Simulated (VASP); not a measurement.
Runs of VASP 6.6.1 on Rh. The structure is that of space group Fm-3m (No. 225), or close to it. The cells are those of the table. 

```tsv
task	level	cell	gap on the mesh (eV)	pressure (GPa)
electric field gradients	PBE	a = 2.707 Å, angles 60.0°, 1 atom	none	0.7
electric field gradients	PBE	a = 2.718, b = 2.718, c = 2.637 Å, angles 61.0, 61.0, 58.0°, 1 atom	none	6.6
electric field gradients	PBE	a = 2.742 Å, angles 60.0°, 1 atom	none	-8.3
electric field gradients	PBE	a = 2.725 Å, angles 60.0°, 1 atom	none	-4.1
electric field gradients	PBE	a = 2.634 Å, angles 60.0°, 1 atom	none	(a)
single point	PBE	a = 2.716, b = 2.716, c = 2.689 Å, angles 60.3, 60.3, 59.3°, 1 atom	none	0.7
single point	PBE	a = 2.703, b = 2.703, c = 2.716 Å, angles 59.8, 59.8, 60.3°, 1 atom	none	0.6
electric field gradients	PBE	a = 2.662, b = 2.662, c = 2.635 Å, angles 60.3, 60.3, 59.3°, 1 atom	none	19.0
electric field gradients	r2SCAN	a = 2.689 Å, angles 60.0°, 1 atom	none	(b)
single point	PBE	a = 2.653 Å, angles 60.0°, 1 atom	none	19.0
electric field gradients	PBE	a = 2.671 Å, angles 60.0°, 1 atom	none	12.2
```

Alike in all rows: potentials or basis VASP PAW PBE potentials, release 64 (Rh_pv); no spin polarisation; k mesh 16 × 16 × 16; cutoff (eV) 520; smearing fermi-dirac 0.08 eV.

Task: Estimate the missing entries.

Result: (a) 26.8; (b) 0.8.

Caveats: the PAW data sets were made with another functional, which shifts forces and pressure a little (some runs).

A k mesh can miss the band edges, and the runs leave out spin-orbit coupling on Rh.

A gap of «none» marks levels without a gap at the run's occupations.
